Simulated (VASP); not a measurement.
# Ga4SeS: single point with PBE

Ga4SeS:

```xyz
6
Lattice="0.0000 4.6268 4.6268 4.6268 0.0000 4.6268 4.6268 4.6268 0.0000" Properties=species:S:1:pos:R:3 pbc="T T T"
Ga    0.9390    0.9390    0.9390
Ga    3.6879    3.6879    0.9390
Ga    3.6879    0.9390    3.6879
Ga    0.9390    3.6879    3.6879
Se    6.9402    6.9402    6.9402
S     2.3134    2.3134    2.3134
```

The cell was generated, and may not be a known phase.

```yaml
Program: VASP 6.6.1
Task: single point
Functional: PBE
Potentials_or_basis: VASP PAW PBE potentials, release 64 (Ga_d, Se, S)
Cutoff: 520 eV
k_mesh: 4 × 4 × 4
Occupations: gaussian, width 0.1 eV
Spin: no spin polarisation
```

* Pressure: 0.4 GPa
* Largest force: 0.009 eV/Å
* Band gap on the k mesh: 0.72 eV (least direct gap 1.06 eV)

Forces on the atoms (eV/Å):
```
Ga  -0.005 -0.005 -0.005
Ga   0.005  0.005 -0.005
Ga   0.005 -0.005  0.005
Ga  -0.005  0.005  0.005
Se   0.000  0.000  0.000
S    0.000  0.000  0.000
```

Levels at points of the mesh, in eV from the valence-band top:
```csv
k point,band 30,band 31,band 32,band 33,band 34,band 35
"(0.00, 0.00, 0.00)",-0.50,-0.50,-0.50,0.72,0.72,1.12
"(0.50, 0.00, 0.00)",-0.44,-0.44,0.00,1.12,1.37,1.37
"(0.50, 0.50, 0.00)",-0.70,-0.14,-0.14,0.92,1.13,1.95
```

Run time: 51 s on 1 thread of Intel(R) Xeon(R) 6975P-C (Granite Rapids), with other jobs on the host, peak memory 0.36 GiB.

Caveat: semilocal functionals underestimate gaps, and a narrow one can read as zero. A k mesh can miss the band edges.
